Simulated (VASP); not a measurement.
Input of a VASP 6.6.1 run:

INCAR

```
  PREC = Accurate
  ENCUT = 520
  EDIFF = 1E-6
  ISMEAR = -1
  SIGMA = 0.05
  LREAL = F
  LASPH = T
  NELM = 100
  ALGO = Normal
  ISIF = 2
  LWAVE = F
  LCHARG = T
  GGA = PS
  LELF = T
  LVHAR = T
  NBANDS = 19
```

KPOINTS

```
regular mesh
0
Gamma
  11 11 6
```

The input POSCAR:

```
TiTe2
1.0
    2.6681640959      0.0000000000      0.0000000000
   -1.3340820479      2.3106978885      0.0000000000
    0.0000000000      0.0000000000      5.2084511636
Ti Te
1 2
Direct
    0.0000000000      0.0000000000      0.0000000000
    0.6666666667      0.3333333333      0.3096916707
    0.3333333333      0.6666666667      0.6903083293
```

Potentials or basis: VASP PAW PBE potentials, release 64 (Ti_sv, Te).

The run is started by

```console
$ cat potpaw_PBE.64/Ti_sv/POTCAR potpaw_PBE.64/Te/POTCAR > POTCAR
$ mpirun -np 1 vasp_std > vasp.out
```

**Question.** Predict the largest force.

**Answer.** 0.547 eV/Å.

**Question.** Estimate the band gap on the k mesh.

**Answer.** Zero (bands 12 and 13 overlap by 2.40 eV).

Forces on the atoms (eV/Å):
```
Ti   0.000  0.000  0.000
Te   0.000  0.000 -0.547
Te   0.000  0.000  0.547
```

Caveat: the PAW data sets were made with another functional, which shifts forces and pressure a little; spin-orbit coupling is left out, which moves the levels of the heavy elements.
